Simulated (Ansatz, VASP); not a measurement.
KI in VASP and in Ansatz

```
K I
1.0
     0.00000    3.54429    3.54429
     3.54429    0.00000    3.54429
     3.54429    3.54429    0.00000
K I
1 1
Direct
  0.00000 0.00000 0.00000
  0.50000 0.50000 0.50000
```

Alike in both runs: task single point; functional PBE-based screened hybrid; k mesh 4 × 4 × 4; no spin polarisation.

|  | VASP | Ansatz |
| --- | --- | --- |
| version | VASP 6.6.1 | Ansatz 0.2.0 |
| potentials or method | VASP PAW PBE potentials, release 64 (K_sv, I) | plane waves |
| plane-wave cutoff (eV) | 520 | 420 |
| occupations | gaussian, width 0.01 eV | fixed |
| valence electrons in the cell | 16 | 26 |

```tsv
	VASP	Ansatz	Ansatz less VASP
gap on the k mesh at the Fermi level (eV)	6.08	6.09	+0.004
pressure (GPa)	0.1	0.1	+0.04
```

VASP's potentials were made for PBE, not for PBE-based screened hybrid. VASP's potentials hold 16 valence electrons a cell and Ansatz's 26, so a difference there can come from the potentials and not from the codes. Ansatz's warnings: stress exchange threshold loose, stress scf threshold loose.

Spin-orbit coupling is off throughout.
